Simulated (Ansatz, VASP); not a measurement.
## ZrTaS3: VASP beside Ansatz

```xyz
5
Lattice="4.7181 0.0000 0.0000 0.0000 4.7181 0.0000 0.0000 0.0000 4.7181" Properties=species:S:1:pos:R:3 pbc="T T T"
Zr    0.0000    0.0000    0.0000
Ta    2.3591    2.3591    2.3591
S     2.3591    2.3591    0.0000
S     0.0000    2.3591    2.3591
S     2.3591    0.0000    2.3591
```

Alike in both runs: task single point; functional PBE; k mesh 4 × 4 × 4; occupations gaussian, width 0.1 eV; collinear spin.

|  | VASP | Ansatz |
| --- | --- | --- |
| version | VASP 6.6.1 | Ansatz 0.2.0 |
| potentials or method | VASP PAW PBE potentials, release 64 (Zr_sv, Ta_pv, S), cutoff 520 eV | scalar-relativistic, plane waves, PAW |
| valence electrons in the cell | 41 | 43 |

|  | VASP | Ansatz | Ansatz less VASP |
| --- | --- | --- | --- |
| gap on the k mesh at the Fermi level (eV) | none | none | - |
| pressure (GPa) | 0.0 | 1.5 | +1.51 |
| net moment per atom (μB) | 0.00 | 0.40 | +0.397 |
| size of the moment on the site where the two differ most (μB) | 0.00 | 1.26 | +1.257 |

The net moments are unlike, so the other rows may belong to different states. Site moments also hang on the region over which each program counts them. A gap of «none» marks a metal or a gap that the smearing closes. VASP's potentials hold 41 valence electrons a cell and Ansatz's 43, so a difference there can come from the potentials and not from the codes.

Spin-orbit coupling is off throughout.
